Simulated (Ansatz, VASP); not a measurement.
One calculation of CdSi2, two programs

```
Cd Si
1.0
    -3.06882    3.06882    3.11411
     3.06882   -3.06882    3.11411
     3.06882    3.06882   -3.11411
Cd Si
2 4
Direct
  0.25000 0.25000 0.00000
  0.75000 0.75000 0.00000
  0.63796 0.13796 0.77592
  0.13796 0.36204 0.50000
  0.36204 0.86204 0.22408
  0.86204 0.63796 0.50000
```

Change from the starting cell: species swapped into the RhPb2 type (I4/mcm, No. 140).

Alike in both runs: functional PBE; k mesh 4 × 4 × 4; occupations gaussian, width 0.1 eV; no spin polarisation.

Ansatz relaxed the structure, and its values are those at the end. VASP's run is a single point on that final structure, the one shown.

|  | VASP | Ansatz |
| --- | --- | --- |
| version | VASP 6.6.1 | Ansatz 0.2.0 |
| potentials or method | VASP PAW PBE potentials, release 64 (Cd, Si), cutoff 520 eV | scalar-relativistic, plane waves, PAW |
| valence electrons in the cell | 40 | 56 |

Ansatz gave:

```
gap on the k mesh at the Fermi level (eV) : none
pressure (GPa)                            : 0.1
rms of the force components (eV/Å)        : 0.001
```

**Question.** Which values does VASP return?

**Answer.** gap on the k mesh at the Fermi level (eV): none; pressure (GPa): 0.3; rms of the force components (eV/Å): 0.009.

A gap of «none» marks a metal or a gap that the smearing closes. VASP's potentials hold 40 valence electrons a cell and Ansatz's 56, so a difference there can come from the potentials and not from the codes.

The k mesh is coarse, so the values compare programs but aren't converged.
